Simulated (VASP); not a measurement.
# CuO (Cc) in VASP: a series of runs

CuO is run at these levels: PBE; tasks: single point.

All numbers are computed with VASP 6.6.1; they aren't measurements. Logs are shortened: lines on timing, memory, paths and dates and some standing lists are left out, and cuts for length are marked.

### 1 The cell of the first run

The structure is monoclinic, space group Cc (No. 9). The conventional cell has a = 4.689 Å, b = 3.427 Å, c = 5.132 Å, α = 90.00°, β = 99.65°, γ = 90.00°. Within 2.5 Å of Cu (site symmetry 1) lie 4 O at 1.91 to 2.02 Å. Within 2.5 Å of O (site symmetry 1) lie 4 Cu at 1.91 to 2.02 Å.

### 2 Single point, PBE, collinear spin

Contents of INCAR:

```
ALGO = Normal
EDIFF = 1E-6
ENCUT = 820
GGA = PE
GGA_COMPAT = False
ISIF = 2
ISMEAR = -1
ISPIN = 2
LASPH = True
LCHARG = False
LMAXMIX = 4
LORBIT = 11
LREAL = False
LWAVE = False
MAGMOM = 0.3 0.3 0 0
NBANDS = 37
NELM = 200
NUPDOWN = 0.6
PREC = Accurate
SIGMA = 0.03
```

Contents of KPOINTS:

```
k-points
0
Gamma
  7 7 4
```

Contents of POSCAR:

```
CuO
1.0
    2.3446500000     -1.7134000000      0.0000000000
    2.3446500000      1.7134000000      0.0000000000
   -0.8605500000      0.0000000000      5.0594400000
Cu O
2 2
Direct
    0.0032000000      0.4968000000      0.0000000000
    0.4968000000      0.0032000000      0.5000000000
    0.5714000000      0.4056000000      0.2537000000
    0.4056000000      0.5714000000      0.7537000000
```

Potentials or basis: VASP PAW PBE potentials, release 64 (Cu_sv_GW, O).

On the command line:

```console
$ cat potpaw_PBE.64/Cu_sv_GW/POTCAR potpaw_PBE.64/O/POTCAR > POTCAR
$ mpirun -np 1 vasp_std > vasp.out
```

OUTCAR:

```text
EDIFF = 1E-6
   ENCUT = 820
   GGA = PE
   ISIF = 2
   ISMEAR = -1
   ISPIN = 2
   LASPH = True
   LORBIT = 11
   LREAL = False
   NELM = 200
   NUPDOWN = 0.6
   PREC = Accurate

 ion  position               nearest neighbor table
   1  0.003  0.497  0.000-   4 1.91   3 1.93   4 1.98   3 2.02
   2  0.497  0.003  0.500-   3 1.91   4 1.93   3 1.98   4 2.02
   3  0.571  0.406  0.254-   2 1.91   1 1.93   2 1.98   1 2.02
   4  0.406  0.571  0.754-   1 1.91   2 1.93   1 1.98   2 2.02

  LATTYP: Found a base centered monoclinic cell.
 ALAT       =     4.6893000000
 B/A-ratio  =     0.7307700510
 C/A-ratio  =     1.0944283424
 COS(beta)  =    -0.1676798048

  Lattice vectors:

 A1 = (   2.3446500000,  -1.7134000000,   0.0000000000)
 A2 = (   2.3446500000,   1.7134000000,   0.0000000000)
 A3 = (  -0.8605500000,   0.0000000000,   5.0594400000)

Analysis of symmetry for initial positions (statically):
=====================================================================
 Subroutine PRICEL returns:
 Original cell was already a primitive cell.

 Routine SETGRP: Setting up the symmetry group for a
 base centered monoclinic supercell.

 Subroutine GETGRP returns: Found  2 space group operations
 (whereof  1 operations were pure point group operations)
 out of a pool of  4 trial point group operations.

The static configuration has the point symmetry C_1 .
 The point group associated with its full space group is C_1h.

Analysis of symmetry for dynamics (positions and initial velocities):
=====================================================================
 Subroutine PRICEL returns:
 Original cell was already a primitive cell.

 Routine SETGRP: Setting up the symmetry group for a
 base centered monoclinic supercell.

 Subroutine GETGRP returns: Found  2 space group operations
 (whereof  1 operations were pure point group operations)
 out of a pool of  4 trial point group operations.

The dynamic configuration has the point symmetry C_1 .
 The point group associated with its full space group is C_1h.

Analysis of structural, dynamic, and magnetic symmetry:
=====================================================================
 Subroutine PRICEL returns:
 Original cell was already a primitive cell.

 Routine SETGRP: Setting up the symmetry group for a
 base centered monoclinic supercell.

 Subroutine GETGRP returns: Found  2 space group operations
 (whereof  1 operations were pure point group operations)
 out of a pool of  4 trial point group operations.

The overall configuration has the point symmetry C_1 .
[... 133 lines left out ...]
   LEPSILON=     F    determine dielectric tensor
   LRPA    =     F    only Hartree local field effects (RPA)
 spin polarized calculation
  energy-cutoff  :      820.00
  volume of cell :       40.65
 maximum number of plane-waves:      2180
   NGX = 13   NGY = 13   NGZ = 23

 number of electron      49.9999991 magnetization       0.6000000

 Free energy of the ion-electron system (eV)
  ---------------------------------------------------
  ext. energy  EPLUGINS =         0.00000000
  ---------------------------------------------------
  free energy    TOTEN  =       -19.61961743 eV

  energy without entropy =      -19.61032174  energy(sigma->0) =      -19.61496959

 E-fermi :   5.6073     XC(G=0): -12.2685

 val. band max:        5.8136710036   @ k =   0.2857   0.1429   0.0000
 cond. band min:       5.6078465114   @ k =   0.1429   0.0000   0.2500
 fundamental gap:     -0.2058244921
 Fermi energy:         5.8169520064

 spin component 1

 k-point     1 :       0.0000    0.0000    0.0000
  band No.  band energies     occupation
      1    -107.0397      1.00000
      2    -107.0391      1.00000
      3     -64.6023      1.00000
      4     -64.6015      1.00000
      5     -64.5668      1.00000
      6     -64.5589      1.00000
[... 949 lines left out ...]
     36      23.9781      0.00000
     37      25.8198      0.00000

 [... further k-points ...]

 spin component 2

 k-point     1 :       0.0000    0.0000    0.0000
  band No.  band energies     occupation
      1    -106.7854      1.00000
      2    -106.7849      1.00000
      3     -64.2850      1.00000
      4     -64.2850      1.00000
      5     -64.2601      1.00000
      6     -64.2514      1.00000
[... 949 lines left out ...]
     36      23.9996      0.00000
     37      25.8659      0.00000

 [... further k-points ...]

------------------------ aborting loop because EDIFF is reached ----------------------------------------

  FORCE on cell =-STRESS in cart. coord.  units (eV):
  Direction    XX          YY          ZZ          XY          YZ          ZX
  --------------------------------------------------------------------------------------
  -------------------------------------------------------------------------------------
  Total        1.2262007      1.5510757      1.2320158      0.0000000      0.0000000     -0.3319377
  in kB       48.3284538     61.1328067     48.5576482      0.0000000      0.0000000    -13.0827146
  external PRESSURE =      52.6729696 kB  Pullay stress =       0.0000000 kB

 VOLUME and BASIS-vectors are now :
 -----------------------------------------------------------------------------
  energy-cutoff  :      820.00
  volume of cell :       40.65
      direct lattice vectors                 reciprocal lattice vectors
     2.344650000 -1.713400000  0.000000000     0.213251445 -0.291817439  0.036271510
     2.344650000  1.713400000  0.000000000     0.213251445  0.291817439  0.036271510
    -0.860550000  0.000000000  5.059440000     0.000000000  0.000000000  0.197650333

 POSITION                                       TOTAL-FORCE (eV/Angst)
 -----------------------------------------------------------------------------------
      1.17233      0.84573      0.00000        -0.654968      0.339630      0.256739
      0.74205     -0.84573      2.52972        -0.654968     -0.339630      0.256739
      2.07240     -0.28408      1.28358         0.654968      0.280818     -0.256739
      1.64213      0.28408      3.81330         0.654968     -0.280818     -0.256739
 -----------------------------------------------------------------------------------
    total drift:                               -0.000545      0.000000      0.000505

  FREE ENERGIE OF THE ION-ELECTRON SYSTEM (eV)
  ---------------------------------------------------
  free  energy   TOTEN  =       -19.6196174345 eV

  energy  without entropy=      -19.6103217362  energy(sigma->0) =      -19.61496959

 total charge

# of ion       s       p       d       f       tot
--------------------------------------------------
    1        2.242   6.364   8.860   0.013  17.479
    2        2.242   6.364   8.860   0.013  17.479
    3        1.571   3.392   0.000   0.000   4.963
    4        1.571   3.392   0.000   0.000   4.963
--------------------------------------------------
tot          7.626  19.511  17.721   0.026  44.883

 magnetization (x)

# of ion       s       p       d       f       tot
--------------------------------------------------
    1       -0.001   0.001   0.192   0.000   0.193
    2       -0.001   0.001   0.192   0.000   0.193
    3        0.006   0.093   0.000   0.000   0.099
    4        0.006   0.093   0.000   0.000   0.099
--------------------------------------------------
tot          0.010   0.189   0.384   0.000   0.584
```

OSZICAR:

```text
N       E                     dE             d eps       ncg     rms          rms(c)
DAV:   1     0.106008109171E+04    0.10601E+04   -0.39328E+04 14232   0.526E+03
DAV:   2     0.853406975192E+02   -0.97474E+03   -0.92531E+03 15359   0.132E+03
DAV:   3    -0.203986692644E+02   -0.10574E+03   -0.10332E+03 17099   0.475E+02
DAV:   4    -0.255168761421E+02   -0.51182E+01   -0.51101E+01 15456   0.874E+01
DAV:   5    -0.256960014982E+02   -0.17913E+00   -0.17910E+00 15000   0.161E+01    0.175E+01
DAV:   6    -0.238215295431E+02    0.18745E+01   -0.33314E+01 15240   0.304E+02    0.163E+01
DAV:   7    -0.195783159266E+02    0.42432E+01   -0.13021E+01 14400   0.257E+02    0.376E+00
DAV:   8    -0.196391881675E+02   -0.60872E-01   -0.12098E+00 15366   0.131E+01    0.205E+00
DAV:   9    -0.196237516755E+02    0.15436E-01   -0.45237E-02 17720   0.121E+01    0.670E-01
DAV:  10    -0.196192833748E+02    0.44683E-02   -0.96125E-03 16683   0.628E+00    0.177E-01
DAV:  11    -0.196196315046E+02   -0.34813E-03   -0.14149E-03 16156   0.755E-01    0.690E-02
DAV:  12    -0.196196177639E+02    0.13741E-04   -0.13249E-04 17040   0.538E-01    0.328E-02
DAV:  13    -0.196196151278E+02    0.26361E-05   -0.13603E-05 12825   0.223E-01    0.109E-02
DAV:  14    -0.196196166324E+02   -0.15046E-05   -0.67531E-06  7808   0.664E-02    0.444E-03
DAV:  15    -0.196196174345E+02   -0.80215E-06   -0.14939E-06  8552   0.556E-02
   1 F= -.19619617E+02 E0= -.19614970E+02  d E =-.929570E-02  mag=     0.6000
```

Run time: 9.5 min. Hardware: 1 thread of AMD EPYC 7R43 (Zen 3), shared host; peak memory 0.37 GiB.

Results:

| Quantity | Value |
| --- | --- |
| Free energy | -19.6196 eV |
| Pressure | 5.3 GPa |
| Largest force | 0.781 eV/Å |
| Net moment | 0.60 μB per cell |
| Site moments | Cu +0.19; O +0.10 μB |
| Valence electrons inside the program's atomic spheres | Cu 17.48; O 4.96 |

Forces on the atoms (eV/Å):
```
Cu  -0.655  0.340  0.257
Cu  -0.655 -0.340  0.257
O    0.655  0.281 -0.257
O    0.655 -0.281 -0.257
```

Stress tensor (GPa, compression positive):
```
 4.83  0.00 -1.31
 0.00  6.11  0.00
-1.31  0.00  4.86
```

Caveat: the cell stands under pressure; the total moment is fixed, so each spin has its own Fermi level and the state may be an excited one.

### 3 Single point, PBE, collinear spin

Contents of INCAR:

```
ALGO = Normal ; EDIFF = 1E-6
ENCUT = 820 ; GGA = PE
GGA_COMPAT = F ; ISIF = 2
ISMEAR = -1 ; ISPIN = 2
LASPH = T ; LCHARG = F
LMAXMIX = 4 ; LORBIT = 11
LREAL = F ; LWAVE = F
MAGMOM = 0.225 0.225 0 0 ; NBANDS = 37
NELM = 200 ; NUPDOWN = 0.45
PREC = Accurate ; SIGMA = 0.03
```

KPOINTS is that of step 2.

POSCAR is that of step 2.

Potentials or basis: VASP PAW PBE potentials, release 64 (Cu_sv_GW, O).

On the command line:

```console
$ cat potpaw_PBE.64/Cu_sv_GW/POTCAR potpaw_PBE.64/O/POTCAR > POTCAR
$ mpirun -np 1 vasp_std > vasp.out
```

Wall time 4.4 min (1 thread of Intel Xeon Platinum 8488C (Sapphire Rapids), shared host); peak memory 0.41 GiB.

The run converged. Its results:

- Free energy: -19.6349 eV
- Pressure: 5.2 GPa
- Largest force: 0.774 eV/Å
- Net moment: 0.45 μB per cell
- Site moments: Cu +0.14; O +0.07 μB
- Valence electrons inside the program's atomic spheres: Cu 17.48; O 4.96

Forces on the atoms (eV/Å):
```
Cu  -0.645  0.345  0.253
Cu  -0.645 -0.345  0.253
O    0.645  0.295 -0.253
O    0.645 -0.295 -0.253
```

Stress tensor (GPa, compression positive):
```
 4.85  0.00 -1.46
 0.00  6.01  0.00
-1.46  0.00  4.64
```

Caveat: the cell stands under pressure; the total moment is fixed, so each spin has its own Fermi level and the state may be an excited one.

### 4 Single point, PBE, collinear spin

Contents of INCAR:

```
SYSTEM = CuO
PREC     = Accurate       ! precision mode
ENCUT    = 820            ! plane-wave cutoff, eV
EDIFF    = 1E-6           ! SCF threshold, eV
ISMEAR   = -1             ! smearing method
SIGMA    = 0.03           ! smearing width, eV
LREAL    = .FALSE.        ! projectors in reciprocal space
LASPH    = .TRUE.         ! aspherical terms in the spheres
NELM     = 200            ! most SCF steps
ALGO     = Normal         ! electronic algorithm
ISIF     = 2              ! what is computed and relaxed
LWAVE    = .FALSE.        ! write WAVECAR
LCHARG   = .TRUE.         ! write CHGCAR
ISPIN    = 2              ! spin polarisation
MAGMOM   = 0.1 0.1 0 0    ! initial moments
LORBIT   = 11             ! projections on sites
LMAXMIX  = 4              ! l up to which the mixer works
GGA      = PE             ! functional
LELF     = .TRUE.         ! ELF
LVHAR    = .TRUE.       
NBANDS   = 37             ! bands
GGA_COMPAT= .FALSE.
```

Contents of KPOINTS:

```
regular mesh
0
G
  7 7 4
  0 0 0
```

POSCAR is that of step 3.

On the command line:

```console
$ cat potpaw_PBE.64/Cu_sv_GW/POTCAR potpaw_PBE.64/O/POTCAR > POTCAR
$ mpirun -np 1 vasp_std > vasp.out
```

Run time: 7.1 min. Hardware: 1 thread of Intel Xeon Platinum 8259CL at 2.50GHz (Skylake/Cascade Lake), shared host; peak memory 0.41 GiB.

The run converged. Its results:

```yaml
Free_energy: -19.6516 eV
Pressure: 4.8 GPa
Largest_force: 0.763 eV/Å
Band_gap_on_the_k_mesh: zero (filled and empty bands overlap)
Net_moment: 0.00 μB per cell
Valence_electrons_inside_the_program's_atomic_spheres: Cu 17.48; O 4.96
```

Forces in eV/Å, atoms in the order of the input:
```
Cu  -0.628  0.356  0.246
Cu  -0.628 -0.356  0.246
O    0.628  0.323 -0.246
O    0.628 -0.323 -0.246
```

Stress tensor (GPa, compression positive):
```
 4.55  0.00 -1.69
 0.00  5.67  0.00
-1.69  0.00  4.04
```

Levels at points of the mesh, in eV from the Fermi level:
Spin up:
| k point | band 21 | band 22 | band 23 | band 24 | band 25 | band 26 | band 27 | band 28 | band 29 | band 30 |
| --- | --- | --- | --- | --- | --- | --- | --- | --- | --- | --- |
| (0.00, 0.00, 0.00) | -2.32 | -2.22 | -2.13 | -1.65 | 0.21 | 0.91 | 1.66 | 5.99 | 8.10 | 13.29 |
| (0.00, 0.00, 0.50) | -2.23 | -2.23 | -1.48 | -1.48 | 0.24 | 0.24 | 3.88 | 3.88 | 11.63 | 11.63 |
Spin down:
```tsv
k point	band 23	band 24	band 25	band 26	band 27	band 28
(0.00, 0.00, 0.00)	-2.13	-1.65	0.21	0.92	1.67	5.99
(0.00, 0.00, 0.50)	-1.48	-1.48	0.25	0.25	3.88	3.88
```

Caveat: the cell stands under pressure; semilocal functionals often make such compounds metallic where correlation or magnetic order opens a gap, which also shifts bond lengths.

(Part 1 of 2 ends here.)

The gap in the log of VASP goes by the Fermi energy; the results here count the filled bands.